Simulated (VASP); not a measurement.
# ZrF2 (I4_1/amd) in VASP: notebook

Runs on ZrF2. Level: PBE. Tasks: single point, relaxation of cell and atoms.

Program: VASP 6.6.1. These are calculated values, not measurements. Logs are shortened: lines on timing, memory, paths and dates and some standing lists are left out, and cuts for length are marked.

### 1 The cell of the first run

It takes space group I4_1/amd (No. 141, tetragonal). The conventional cell has a = 4.340 Å, b = 4.340 Å, c = 6.412 Å, α = 90.00°, β = 90.00°, γ = 90.00°. Within 3.4 Å of Zr (site symmetry -4m2) lie 12 F at 2.55 to 2.64 Å and 4 Zr at 2.70 Å. Within 2.9 Å of F (site symmetry 2/m) lie 6 F at 2.17 to 2.22 Å and 6 Zr at 2.55 to 2.64 Å.

The cell was built from a structure type or drawn by symmetry, and may not be a known phase.

### 2 Single point, PBE

INCAR reads:

```
PREC = Accurate
ENCUT = 520
EDIFF = 1E-6
ISMEAR = 0
SIGMA = 0.1
LREAL = F
LASPH = T
NELM = 80
ALGO = Normal
ISIF = 2
LWAVE = F
LCHARG = F
GGA = PE
NBANDS = 35
```

KPOINTS reads:

```
regular mesh
0
Gamma
  6 6 6
```

POSCAR reads:

```
ZrF2
1.0
   -2.1698500400      2.1698500400      3.2061999900
    2.1698500400     -2.1698500400      3.2061999900
    2.1698500400      2.1698500400     -3.2061999900
Zr F
2 4
Direct
    0.2500000000      0.7500000000      0.5000000000
    0.5000000000      0.5000000000      0.0000000000
    0.3750000000      0.1250000000      0.2500000000
    0.8750000000      0.1250000000      0.7500000000
    0.8750000000      0.1250000000      0.2500000000
    0.8750000000      0.6250000000      0.7500000000
```

Potentials or basis: VASP PAW PBE potentials, release 64 (Zr_sv, F).

Command:

```console
$ cat potpaw_PBE.64/Zr_sv/POTCAR potpaw_PBE.64/F/POTCAR > POTCAR
$ mpirun -np 1 vasp_std > vasp.out
```

OUTCAR:

```text
PREC = Accurate
   ENCUT = 520
   EDIFF = 1E-6
   ISMEAR = 0
   LREAL = F
   LASPH = T
   NELM = 80
   ISIF = 2
   GGA = PE

 ion  position               nearest neighbor table
   1  0.250  0.750  0.500-   5 2.55   6 2.55   3 2.55   4 2.55   5 2.55   6 2.55   3 2.55   4 2.55
                             4 2.64   3 2.64   5 2.64   6 2.64   2 2.70   2 2.70   2 2.70   2 2.70
   2  0.500  0.500  0.000-   4 2.55   3 2.55   6 2.55   4 2.55   5 2.55   3 2.55   6 2.55   5 2.55
                             5 2.64   4 2.64   3 2.64   6 2.64   1 2.70   1 2.70   1 2.70   1 2.70
   3  0.375  0.125  0.250-   1 2.55   2 2.55   1 2.55   2 2.55   1 2.64   2 2.64
   4  0.875  0.125  0.750-   1 2.55   1 2.55   2 2.55   2 2.55   2 2.64   1 2.64
   5  0.875  0.125  0.250-   2 2.55   1 2.55   2 2.55   1 2.55   2 2.64   1 2.64
   6  0.875  0.625  0.750-   2 2.55   1 2.55   2 2.55   1 2.55   1 2.64   2 2.64

  LATTYP: Found a body centered tetragonal cell.
 ALAT       =     4.3397000800
 C/A-ratio  =     1.4776136281

  Lattice vectors:

 A1 = (  -2.1698500400,   2.1698500400,   3.2061999900)
 A2 = (   2.1698500400,  -2.1698500400,   3.2061999900)
 A3 = (   2.1698500400,   2.1698500400,  -3.2061999900)

Analysis of symmetry for initial positions (statically):
=====================================================================
 Subroutine PRICEL returns:
 Original cell was already a primitive cell.

 Routine SETGRP: Setting up the symmetry group for a
 body centered tetragonal supercell.

 Subroutine GETGRP returns: Found 16 space group operations
 (whereof  8 operations were pure point group operations)
 out of a pool of 16 trial point group operations.

The static configuration has the point symmetry D_2d.
 The point group associated with its full space group is D_4h.

Analysis of symmetry for dynamics (positions and initial velocities):
=====================================================================
 Subroutine PRICEL returns:
 Original cell was already a primitive cell.

 Routine SETGRP: Setting up the symmetry group for a
 body centered tetragonal supercell.

 Subroutine GETGRP returns: Found 16 space group operations
 (whereof  8 operations were pure point group operations)
 out of a pool of 16 trial point group operations.

The dynamic configuration has the point symmetry D_2d.
 The point group associated with its full space group is D_4h.

 Subroutine INISYM returns: Found 16 space group operations
 (whereof  8 operations are pure point group operations),
[... 107 lines left out ...]
   NSW    =      0    number of steps for IOM
   IBRION =     -1    ionic relax: 0-MD 1-quasi-New 2-CG
   NFREE  =      0    steps in history (QN), initial steepest desc. (CG)
   ISIF   =      2    stress and relaxation
   ISYM   =      2    0-nonsym 1-usesym 2-fastsym
   POTIM  = 0.5000    time-step for ionic-motion
   TEBEG  =    0.0;   TEEND  =   0.0 temperature during run
   PSTRESS=    0.0 pullay stress
   NELECT =      52.0000    total number of electrons
   NUPDOWN=      -1.0000    fix difference up-down
   EMIN   =  10.00;   EMAX   =-10.00  energy-range for DOS
   EFERMI =   0.00;   METHOD = LEGACY
   ISMEAR =     0;   SIGMA  =   0.10  broadening in eV -4-tet -1-fermi 0-gaus
   EFERMI_NEDOS =   21; number of points for ismear=-14 and -15
   IALGO  =     38    algorithm
   IMIX   =      4    mixing-type and parameters
     AMIX     =   0.40;   BMIX     =  1.00
     AMIX_MAG =   1.60;   BMIX_MAG =  1.00
  volume/ion in A,a.u.               =      10.06        67.91
  Fermi-wavevector in a.u.,A,eV,Ry     =   1.557540  2.943324 33.006802  2.425931
  Thomas-Fermi vector in A             =   2.661176
   LORBIT       =      0    0 simple, 1 ext, 2 COOP (PROOUT), +10 PAW based schemes
   GGA     = PE    functional components
   LHFCALC =     F    Hartree Fock is set to
   AEXX    =    0.0000 exact exchange contribution
   IVDW    =     0    specifies the selected vdW correction
   LEPSILON=     F    determine dielectric tensor
   LRPA    =     F    only Hartree local field effects (RPA)
 non-spin polarized calculation
 Gauss-broadening in eV      SIGMA  =   0.10
  energy-cutoff  :      520.00
  volume of cell :       60.38
 maximum number of plane-waves:      1648
 NGX is ok and might be reduce to    36
   NGX = 17   NGY = 17   NGZ = 17

 number of electron      52.0000017 magnetization

 Free energy of the ion-electron system (eV)
  ---------------------------------------------------
  ext. energy  EPLUGINS =         0.00000000
  ---------------------------------------------------
  free energy    TOTEN  =       -30.96291507 eV

  energy without entropy =      -30.93076778  energy(sigma->0) =      -30.94684143

 E-fermi :   9.7432     XC(G=0): -12.4849

 val. band max:        9.7345584929   @ k =   0.5000   0.5000   0.5000
 cond. band min:       9.7485459284   @ k =   0.3333   0.1667  -0.0000
 fundamental gap:      0.0139874355
 Fermi energy:         9.7431517965

 k-point     1 :       0.0000    0.0000    0.0000
  band No.  band energies     occupation
      1     -39.9002      2.00000
      2     -39.2796      2.00000
      3     -18.3107      2.00000
      4     -18.2630      2.00000
      5     -18.2630      2.00000
      6     -17.2786      2.00000
[... 901 lines left out ...]
     34      14.4251      0.00000
     35      15.1877      0.00000

 [... further k-points ...]

------------------------ aborting loop because EDIFF is reached ----------------------------------------

  FORCE on cell =-STRESS in cart. coord.  units (eV):
  Direction    XX          YY          ZZ          XY          YZ          ZX
  --------------------------------------------------------------------------------------
  -------------------------------------------------------------------------------------
  Total       11.2943053     11.2943053     11.7648407      0.0000000     -0.0000000      0.0000000
  in kB      299.6815908    299.6815908    312.1667131      0.0000000     -0.0000000      0.0000000
  external PRESSURE =     303.8432983 kB  Pullay stress =       0.0000000 kB

 VOLUME and BASIS-vectors are now :
 -----------------------------------------------------------------------------
  energy-cutoff  :      520.00
  volume of cell :       60.38
      direct lattice vectors                 reciprocal lattice vectors
    -2.169850040  2.169850040  3.206199990     0.000000000  0.230430671  0.155947852
     2.169850040 -2.169850040  3.206199990     0.230430671  0.000000000  0.155947852
     2.169850040  2.169850040 -3.206199990     0.230430671  0.230430671  0.000000000

 POSITION                                       TOTAL-FORCE (eV/Angst)
 -----------------------------------------------------------------------------------
      2.16985      0.00000      1.60310        -0.000000     -0.000000     -0.000000
      0.00000      0.00000      3.20620         0.000000      0.000000     -0.000000
      0.00000      1.08493      0.80155        -0.000000      0.000000      0.000000
      0.00000      3.25478      0.80155        -0.000000      0.000000      0.000000
     -1.08493      2.16985      2.40465        -0.000000      0.000000      0.000000
      1.08493      2.16985      2.40465        -0.000000      0.000000      0.000000
 -----------------------------------------------------------------------------------
    total drift:                                0.000000      0.000000     -0.000000

  FREE ENERGIE OF THE ION-ELECTRON SYSTEM (eV)
  ---------------------------------------------------
  free  energy   TOTEN  =       -30.9629150692 eV

  energy  without entropy=      -30.9307677848  energy(sigma->0) =      -30.94684143
```

stdout:

```text
POSCAR found type information on POSCAR ZrF
 POSCAR found :  2 types and       6 ions
 scaLAPACK will be used
 LDA part: xc-table for (Slater+PW92), standard interpolation
 POSCAR, INCAR and KPOINTS ok, starting setup
 FFT: planning ... GRIDC
 FFT: planning ... GRID_SOFT
 FFT: planning ... GRID
 WAVECAR not read
 entering main loop
```

It took 38 s on 1 thread of Intel Xeon 6975P-C (Granite Rapids), shared host; peak memory 0.22 GiB.

What came out:

```yaml
Free_energy: -30.9629 eV
Pressure: 30.4 GPa
Band_gap_on_the_k_mesh: zero (bands 26 and 27 overlap by 0.70 eV)
```

Caveat: the cell stands under pressure.

### 3 Relaxation of cell and atoms, PBE

INCAR reads:

```
SYSTEM = ZrF2
PREC     = Accurate       ! precision mode
ENCUT    = 600            ! plane-wave cutoff, eV
EDIFF    = 1E-7           ! SCF threshold, eV
ISMEAR   = 0              ! smearing method
SIGMA    = 0.1            ! smearing width, eV
LREAL    = .FALSE.        ! projectors in reciprocal space
LASPH    = .TRUE.         ! aspherical terms in the spheres
NELM     = 100            ! most SCF steps
ALGO     = Normal         ! electronic algorithm
ISIF     = 3              ! what is computed and relaxed
LWAVE    = .FALSE.        ! write WAVECAR
LCHARG   = .FALSE.        ! write CHGCAR
GGA      = PE             ! functional
IBRION   = 2              ! ionic algorithm
NSW      = 90             ! ionic steps
EDIFFG   = -0.04          ! ionic threshold
```

KPOINTS reads:

```
Automatic mesh
0
G
  6 6 6
  0 0 0
```

POSCAR is that of step 2.

Potentials or basis: VASP PAW PBE potentials, release 64 (Zr_sv, F).

Command:

```console
$ cat potpaw_PBE.64/Zr_sv/POTCAR potpaw_PBE.64/F/POTCAR > POTCAR
$ mpirun -np 1 vasp_std > vasp.out
```

Run time: 6.7 min. Hardware: 1 thread of Intel Xeon 6975P-C (Granite Rapids), shared host; peak memory 0.24 GiB.

Results (log left out):

```yaml
Free_energy: -33.1533 eV
Relaxed_volume: 12.00 Å³/atom
Relaxed_cell: a = 5.293 Å, b = 5.293 Å, c = 5.293 Å, α = 135.42°, β = 135.42°, γ = 64.87°
Space_group_after_relaxing_to_0.1_Å: I4_1/amd (No. 141)
Energy_gained_by_relaxing: 364.2 meV/atom
Ionic_steps: 14
Pressure_after_relaxing: 0.0 GPa
Band_gap_on_the_k_mesh: zero (bands 26 and 27 overlap by 0.24 eV)
```

Stress tensor (GPa, compression positive):
```
 0.13  0.00  0.00
 0.00  0.13  0.00
 0.00  0.00 -0.16
```

Step by step:
```tsv
step	energy change (eV)	largest force (eV/Å)	pressure (GPa)	volume (Å³)
1	0.0000	0.0000	30.29	60.38
2	-0.8076	0.0000	-7.81	78.58
3	-0.9666	0.0000	0.21	72.30
4	-0.9667	0.0000	-0.19	72.56
5	-0.9753	0.0000	-0.19	72.59
6	-1.0059	0.0000	-0.14	72.66
7	-1.0810	0.0000	0.26	72.67
8	-1.3500	0.0000	1.78	72.26
9	-2.1448	0.0000	5.49	69.80
10	-2.1426	0.0000	5.14	70.17
11	-2.1504	0.0000	5.37	69.93
12	-2.1836	0.0000	-0.81	72.34
13	-2.1845	0.0000	0.05	71.99
14	-2.1850	0.0000	0.03	72.03
```

Final structure:
```
Zr F
1.0
    -2.00761    2.00761    4.46762
     2.00761   -2.00761    4.46762
     2.00761    2.00761   -4.46762
Zr F
2 4
Direct
  0.25000 0.75000 0.50000
  0.50000 0.50000 0.00000
  0.37500 0.12500 0.25000
  0.87500 0.12500 0.75000
  0.87500 0.12500 0.25000
  0.87500 0.62500 0.75000
```

Levels at points of the mesh, in eV from the Fermi level:
| k point | band 22 | band 23 | band 24 | band 25 | band 26 | band 27 | band 28 | band 29 | band 30 | band 31 |
| --- | --- | --- | --- | --- | --- | --- | --- | --- | --- | --- |
| (0.00, 0.00, 0.00) | -3.98 | -1.07 | -0.99 | -0.99 | -0.54 | -0.08 | -0.08 | 0.59 | 2.07 | 3.16 |
| (0.50, 0.00, 0.00) | -4.14 | -3.72 | -1.00 | -1.00 | -0.38 | 0.62 | 0.94 | 1.00 | 1.84 | 2.28 |
| (0.50, 0.50, 0.00) | -4.58 | -3.62 | -3.62 | -0.29 | -0.29 | 0.46 | 0.46 | 1.42 | 1.42 | 3.09 |
| (0.50, 0.50, 0.50) | -4.23 | -1.23 | -1.23 | -1.00 | -1.00 | 0.24 | 0.24 | 2.59 | 2.59 | 2.86 |

Caveat: the volume moved by over 15 % at a fixed basis, so the end points are rough.
